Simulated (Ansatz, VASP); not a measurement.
BP: VASP beside Ansatz

```xyz
2
Lattice="0.0000 2.2236 2.2690 2.2236 0.0000 2.2690 2.2236 2.2236 0.0000" Properties=species:S:1:pos:R:3 pbc="T T T"
B     0.0000    0.0000    0.0000
P     3.3354    3.3354    3.4035
```

Change from the starting cell: equal xx and yy strain of -2 %, crystal datasets.

Alike in both runs: task electric field gradients; functional PBE; k mesh 15 × 15 × 15; occupations fermi-dirac, width 0.05 eV; no spin polarisation.

|  | VASP | Ansatz |
| --- | --- | --- |
| version | VASP 6.6.1 | Ansatz 0.2.0 |
| potentials or method | VASP PAW PBE potentials, release 64 (B, P), cutoff 520 eV | all-electron PAW with datasets made for the crystal, scalar-relativistic |

```csv
,VASP,Ansatz,Ansatz less VASP
pressure (GPa),8.1,8.3,+0.21
"traceless stress, the component that is largest in VASP (GPa)",-3.83,-3.83,+0.003
size of Vzz on the site where it differs most (V/Å²),0.2,0.3,+0.09
```

Ansatz ran all-electron here, and VASP with PAW potentials.
